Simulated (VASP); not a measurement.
# WC (P3m1) in VASP: single point with r2SCAN

Aim: the single point of WC with r2SCAN.

Program: VASP 6.6.1. These are calculated values, not measurements. Logs are shortened: lines on timing, memory, paths and dates and some standing lists are left out, and cuts for length are marked.

**1. The cell of the first run**

Symmetry: P3m1, No. 156, trigonal system. The conventional cell has a = 2.912 Å, b = 2.912 Å, c = 8.759 Å, α = 90.00°, β = 90.00°, γ = 120.00°. Within 3.1 Å of W (site symmetry 3m) lie 6 C at 2.20 to 2.37 Å and 8 W at 2.84 to 3.09 Å. W (site symmetry 3m) has 6 C at 2.20 Å and 8 W at 2.84 to 3.09 Å within 3.1 Å. Within 3.0 Å of W (site symmetry 3m) lie 6 C at 2.20 Å and 8 W at 2.84 to 2.91 Å. C (site symmetry 3m) has 6 W at 2.20 to 2.37 Å and 8 C at 2.84 to 3.09 Å within 3.1 Å. Within 3.0 Å of C (site symmetry 3m) lie 6 W at 2.20 Å and 8 C at 2.84 to 2.91 Å. C (site symmetry 3m) has 6 W at 2.20 Å and 8 C at 2.84 to 3.09 Å within 3.1 Å.

**2. Single point, r2SCAN (the distance across one plane changed)**

Contents of POSCAR:

```
WC
1.0
   -2.9120947899      0.0000000000      0.0000000000
   -1.4560473949     -2.5219480663      0.0000000000
    0.0000000000      0.0000000000      8.7585998562
W C
3 3
Direct
    0.0000000000      0.0000000000      0.8904857153
    0.0000000000      0.0000000000      0.2428479653
    0.0000000000      0.0000000000      0.5666668403
    0.6666666667      0.6666666667      0.0809385278
    0.6666666667      0.6666666667      0.4047574028
    0.6666666667      0.6666666667      0.7285762778
```

Contents of INCAR.step1:

```
  PREC = Accurate
  ENCUT = 520
  ISMEAR = 0
  SIGMA = 0.15
  LREAL = False
  LASPH = True
  NELM = 80
  NBANDS = 36
  GGA = PE
  ALGO = Normal
  EDIFF = 1E-4
  LWAVE = True
  LCHARG = False
```

Contents of INCAR.step2:

```
  PREC = Accurate
  ENCUT = 520
  EDIFF = 1E-6
  ISMEAR = 0
  SIGMA = 0.15
  LREAL = False
  LASPH = True
  NELM = 80
  ALGO = Normal
  ISIF = 2
  LWAVE = False
  LCHARG = False
  METAGGA = R2SCAN
  LMIXTAU = True
  NBANDS = 36
  ISTART = 1
```

Contents of KPOINTS:

```
regular mesh
0
Gamma
  23 23 7
```

Potentials or basis: VASP PAW PBE potentials, release 64 (W_sv, C).

Launch:

```bash
$ cat potpaw_PBE.64/W_sv/POTCAR potpaw_PBE.64/C/POTCAR > POTCAR
$ cp INCAR.step1 INCAR
$ mpirun -np 1 vasp_std > vasp.out
$ cp INCAR.step2 INCAR
$ mpirun -np 1 vasp_std > vasp.out
```

OUTCAR:

```text
PREC = Accurate
   ENCUT = 520
   EDIFF = 1E-6
   ISMEAR = 0
   LREAL = False
   LASPH = True
   NELM = 80
   ISIF = 2
   METAGGA = R2SCAN
   ISTART = 1

 ion  position               nearest neighbor table
   1  0.000  0.000  0.890-   6 2.20   6 2.20   6 2.20   4 2.37   4 2.37   4 2.37   3 2.84   2 3.09

   2  0.000  0.000  0.243-   4 2.20   5 2.20   4 2.20   5 2.20   4 2.20   5 2.20   3 2.84   1 3.09

   3  0.000  0.000  0.567-   5 2.20   6 2.20   5 2.20   6 2.20   5 2.20   6 2.20   1 2.84   2 2.84

   4  0.667  0.667  0.081-   2 2.20   2 2.20   2 2.20   1 2.37   1 2.37   1 2.37
   5  0.667  0.667  0.405-   2 2.20   3 2.20   2 2.20   3 2.20   2 2.20   3 2.20
   6  0.667  0.667  0.729-   1 2.20   3 2.20   1 2.20   3 2.20   1 2.20   3 2.20

  LATTYP: Found a hexagonal cell.
 ALAT       =     2.9120947899
 C/A-ratio  =     3.0076630358

  Lattice vectors:

 A1 = (   1.4560473949,   2.5219480663,   0.0000000000)
 A2 = (  -2.9120947899,   0.0000000000,   0.0000000000)
 A3 = (   0.0000000000,   0.0000000000,   8.7585998562)

Analysis of symmetry for initial positions (statically):
=====================================================================
 Subroutine PRICEL returns:
 Original cell was already a primitive cell.

 Routine SETGRP: Setting up the symmetry group for a
 hexagonal supercell.

 Subroutine GETGRP returns: Found  6 space group operations
 (whereof  6 operations were pure point group operations)
 out of a pool of 24 trial point group operations.

The static configuration has the point symmetry C_3v.

Analysis of symmetry for dynamics (positions and initial velocities):
=====================================================================
 Subroutine PRICEL returns:
 Original cell was already a primitive cell.

 Routine SETGRP: Setting up the symmetry group for a
 hexagonal supercell.

 Subroutine GETGRP returns: Found  6 space group operations
 (whereof  6 operations were pure point group operations)
 out of a pool of 24 trial point group operations.

The dynamic configuration has the point symmetry C_3v.

 Subroutine INISYM returns: Found  6 space group operations
 (whereof  6 operations are pure point group operations),
 and found     1 'primitive' translations

----------------------------------------------------------------------------------------
[... 101 lines left out ...]
   EDIFF  = 0.1E-05   stopping-criterion for ELM
   LREAL  =      F    real-space projection
   EDIFFG = 0.1E-04   stopping-criterion for IOM
   NSW    =      0    number of steps for IOM
   IBRION =     -1    ionic relax: 0-MD 1-quasi-New 2-CG
   NFREE  =      0    steps in history (QN), initial steepest desc. (CG)
   ISIF   =      2    stress and relaxation
   ISYM   =      2    0-nonsym 1-usesym 2-fastsym
   POTIM  = 0.5000    time-step for ionic-motion
   TEBEG  =    0.0;   TEEND  =   0.0 temperature during run
   PSTRESS=    0.0 pullay stress
   NELECT =      54.0000    total number of electrons
   NUPDOWN=      -1.0000    fix difference up-down
   EMIN   =  10.00;   EMAX   =-10.00  energy-range for DOS
   EFERMI =   0.00;   METHOD = LEGACY
   ISMEAR =     0;   SIGMA  =   0.15  broadening in eV -4-tet -1-fermi 0-gaus
   EFERMI_NEDOS =   21; number of points for ismear=-14 and -15
   IALGO  =     38    algorithm
   IMIX   =      4    mixing-type and parameters
     AMIX     =   0.40;   BMIX     =  1.00
     AMIX_MAG =   1.60;   BMIX_MAG =  1.00
  volume/ion in A,a.u.               =      10.72        72.35
  Fermi-wavevector in a.u.,A,eV,Ry     =   1.544356  2.918409 32.450361  2.385034
  Thomas-Fermi vector in A             =   2.649888
   LORBIT       =      0    0 simple, 1 ext, 2 COOP (PROOUT), +10 PAW based schemes
   METAGGA = R2SCAN    functional components
   LHFCALC =     F    Hartree Fock is set to
   AEXX    =    0.0000 exact exchange contribution
   IVDW    =     0    specifies the selected vdW correction
   LEPSILON=     F    determine dielectric tensor
   LRPA    =     F    only Hartree local field effects (RPA)
 non-spin polarized calculation
 Gauss-broadening in eV      SIGMA  =   0.15
  energy-cutoff  :      520.00
  volume of cell :       64.32
 maximum number of plane-waves:      1773
 NGX is ok and might be reduce to    24
   NGX = 11   NGY = 11   NGZ = 33

 number of electron      54.0000002 magnetization

 Free energy of the ion-electron system (eV)
  ---------------------------------------------------
  ext. energy  EPLUGINS =         0.00000000
  ---------------------------------------------------
  free energy    TOTEN  =      -184.37352735 eV

  energy without entropy =     -184.36532391  energy(sigma->0) =     -184.36942563

 E-fermi :  10.4806     XC(G=0): -14.7614

 val. band max:       10.4763484776   @ k =   0.4783  -0.0000   0.2857
 cond. band min:      10.4916443978   @ k =   0.1304   0.0000   0.4286
 fundamental gap:      0.0152959202
 Fermi energy:        10.4806461463

 k-point     1 :       0.0000    0.0000    0.0000
  band No.  band energies     occupation
      1     -65.7008      2.00000
      2     -65.4711      2.00000
      3     -65.3288      2.00000
      4     -29.4930      2.00000
      5     -29.2566      2.00000
      6     -28.8339      2.00000
[... 925 lines left out ...]
     35      15.7932      0.00000
     36      16.0221      0.00000

 [... further k-points ...]

------------------------ aborting loop because EDIFF is reached ----------------------------------------

  FORCE on cell =-STRESS in cart. coord.  units (eV):
  Direction    XX          YY          ZZ          XY          YZ          ZX
  --------------------------------------------------------------------------------------
  -------------------------------------------------------------------------------------
  Total       -0.4842993     -0.4842993     -8.2654773      0.0000000     -0.0000000     -0.0000000
  in kB      -12.0627999    -12.0627999   -205.8743235      0.0000000     -0.0000000     -0.0000000
  external PRESSURE =     -76.6666411 kB  Pullay stress =       0.0000000 kB

 VOLUME and BASIS-vectors are now :
 -----------------------------------------------------------------------------
  energy-cutoff  :      520.00
  volume of cell :       64.32
      direct lattice vectors                 reciprocal lattice vectors
    -2.912094790  0.000000000  0.000000000    -0.343395415  0.198259435  0.000000000
    -1.456047395 -2.521948066  0.000000000     0.000000000 -0.396518871  0.000000000
     0.000000000  0.000000000  8.758599856     0.000000000  0.000000000  0.114173500

 POSITION                                       TOTAL-FORCE (eV/Angst)
 -----------------------------------------------------------------------------------
      0.00000      0.00000      7.79941        -0.000000      0.000000      2.969381
      0.00000      0.00000      2.12701         0.000000      0.000000     -2.071784
      0.00000      0.00000      4.96321         0.000000      0.000000     -0.221662
     -2.91209     -1.68130      0.70891        -0.000000     -0.000000     -1.475727
     -2.91209     -1.68130      3.54511        -0.000000      0.000000      0.247497
     -2.91209     -1.68130      6.38131        -0.000000     -0.000000      0.552295
 -----------------------------------------------------------------------------------
    total drift:                                0.000000      0.000000      0.000516

  FREE ENERGIE OF THE ION-ELECTRON SYSTEM (eV)
  ---------------------------------------------------
  free  energy   TOTEN  =      -184.3735273519 eV

  energy  without entropy=     -184.3653239054  energy(sigma->0) =     -184.36942563
```

OSZICAR.step1:

```text
N       E                     dE             d eps       ncg     rms          rms(c)
DAV:   1     0.625096544742E+03    0.62510E+03   -0.30560E+04 25632   0.172E+03
DAV:   2    -0.339794173748E+02   -0.65908E+03   -0.64096E+03 26784   0.530E+02
DAV:   3    -0.750519317724E+02   -0.41073E+02   -0.40170E+02 30564   0.124E+02
DAV:   4    -0.761412517785E+02   -0.10893E+01   -0.10833E+01 32608   0.192E+01
DAV:   5    -0.761577164922E+02   -0.16465E-01   -0.16443E-01 31808   0.244E+00    0.530E+01
DAV:   6    -0.672940760563E+02    0.88636E+01   -0.46447E+01 30812   0.352E+01    0.148E+01
DAV:   7    -0.670961436678E+02    0.19793E+00   -0.40863E+00 31656   0.105E+01    0.881E+00
DAV:   8    -0.669887583920E+02    0.10739E+00   -0.15008E+00 31728   0.815E+00    0.287E+00
DAV:   9    -0.669232665373E+02    0.65492E-01   -0.33543E-01 33052   0.338E+00    0.372E-01
DAV:  10    -0.669231020008E+02    0.16454E-03   -0.20980E-02 30572   0.836E-01    0.352E-01
DAV:  11    -0.669230245902E+02    0.77411E-04   -0.20442E-03 32820   0.258E-01    0.133E-01
DAV:  12    -0.669229825266E+02    0.42064E-04   -0.38471E-04 29484   0.159E-01
   1 F= -.66922983E+02 E0= -.66918428E+02  d E =-.910884E-02
```

Run time: 65 min. Hardware: 1 thread of Oxide Virtual Turin-like, shared host; peak memory 0.65 GiB.

Results:

* Free energy: -184.3735 eV
* Pressure: -7.7 GPa
* Largest force: 2.969 eV/Å
* Band gap on the k mesh: zero (bands 27 and 28 overlap by 0.73 eV)

Forces in eV/Å, atoms in the order of the input:
```
W    0.000  0.000  2.969
W    0.000  0.000 -2.072
W    0.000  0.000 -0.222
C    0.000  0.000 -1.476
C    0.000  0.000  0.247
C    0.000  0.000  0.552
```

Caveat: the cell differs from its parent crystal (the distance across one plane changed); the stress differs along the axes, from -21 to -1 GPa; the PAW data sets were made with another functional, which shifts forces and pressure a little; spin-orbit coupling is left out, which moves the levels of the heavy elements.
